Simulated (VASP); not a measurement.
Rb: single point with PBE

Rb:

```
Rb
1.0
    -2.80600    2.82705    2.82705
     2.80600   -2.78496    2.78496
     2.80600    2.78496   -2.78496
Rb
1
Direct
  0.00000 0.00000 0.00000
```

This cell differs from its parent crystal: strain +0.0150 x Voigt [0, 0, 0, 1, 0, 0].

```json
{
 "Program": "VASP 6.6.1",
 "Task": "single point",
 "Functional": "PBE",
 "Potentials or basis": "VASP PAW PBE potentials, release 64 (Rb_sv)",
 "Cutoff": "520 eV",
 "k mesh": "12 × 12 × 12",
 "Occupations": "gaussian, width 0.15 eV",
 "Spin": "no spin polarisation"
}
```

The pressure is 0.1 GPa and the band gap on the k mesh is zero (an odd number of electrons rules out a gap without spin polarisation).

Levels at points of the mesh, in eV from the Fermi level:
```
           k point  band 1  band 2  band 3  band 4  band 5  band 6  band 7  band 8  band 9  band 10
(0.00, 0.00, 0.00)  -28.88  -12.92  -12.92  -12.92   -2.01    3.68    3.71    3.74    4.66     4.67
(0.50, 0.00, 0.00)  -28.88  -13.03  -12.96  -12.92    0.21    0.77    2.60    4.36    5.28     5.35
(0.00, 0.50, 0.00)  -28.88  -13.03  -12.96  -12.92    0.24    0.81    2.59    4.32    5.24     5.30
(0.00, 0.50, 0.50)  -28.88  -13.03  -12.96  -12.92    0.26    0.84    2.59    4.28    5.21     5.25
(0.50, 0.50, 0.50)  -28.88  -13.00  -13.00  -12.99    1.24    1.24    3.33    3.33    3.34     4.95
```

It took 2.2 min on 1 thread of Oxide Virtual Turin-like Processor (shared host), peak memory 0.34 GiB.

Caveat: the cell differs from its parent crystal (strain +0.0150 x Voigt [0, 0, 0, 1, 0, 0]).
